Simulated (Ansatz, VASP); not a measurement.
## WC: VASP beside Ansatz

```
W C
1.0
    -1.46089   -2.53033    0.00000
     1.46089   -2.53033    0.00000
     0.00000    0.00000    8.54123
W C
3 3
Cartesian
  0.0000 0.0000 2.8471
  0.0000 0.0000 5.6942
  0.0000 0.0000 0.0000
  0.0000 -1.6869 1.4235
  0.0000 -1.6869 4.2706
  0.0000 -1.6869 7.1177
```

Alike in both runs: task single point; functional PBE; k mesh 23 × 23 × 7; occupations gaussian, width 0.15 eV; no spin polarisation.

|  | VASP | Ansatz |
| --- | --- | --- |
| version | VASP 6.6.1 | Ansatz 0.2.0 |
| potentials or method | VASP PAW PBE potentials, release 64 (W_sv, C), cutoff 520 eV | scalar-relativistic, plane waves, PAW |
| valence electrons in the cell | 54 | 54 |

Ansatz gave:

```
gap on the k mesh at the Fermi level (eV)                     : none
pressure (GPa)                                                : 0.0
traceless stress, the component that is largest in VASP (GPa) : -0.19
```

Which values does VASP return?

gap on the k mesh at the Fermi level (eV): none; pressure (GPa): 1.1; traceless stress, the component that is largest in VASP (GPa): 0.01.

A gap of «none» marks a metal or a gap that the smearing closes.

Spin-orbit coupling is off throughout.
